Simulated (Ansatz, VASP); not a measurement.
Two plane-wave programs on Ni

```xyz
1
Lattice="0.0000 1.7437 1.7437 1.7437 0.0000 1.7437 1.7437 1.7437 0.0000" Properties=species:S:1:pos:R:3 pbc="T T T"
Ni    0.0000    0.0000    0.0000
```

Alike in both runs: task single point; functional PBE; k mesh 22 × 22 × 22; occupations gaussian, width 0.05 eV; no spin polarisation.

|  | VASP | Ansatz |
| --- | --- | --- |
| version | VASP 6.6.1 | Ansatz 0.2.0 |
| potentials or method | VASP PAW PBE potentials, release 64 (Ni), cutoff 520 eV | scalar-relativistic, plane waves, PAW |
| valence electrons in the cell | 10 | 18 |

```tsv
	VASP	Ansatz	Ansatz less VASP
gap on the k mesh at the Fermi level (eV)	none	none	-
pressure (GPa)	4.3	4.3	+0.04
```

A gap of «none» marks a metal or a gap that the smearing closes. The functional is the same, so the differences come from potentials, cutoffs and numerics. VASP's potentials hold 10 valence electrons a cell and Ansatz's 18, so a difference there can come from the potentials and not from the codes.
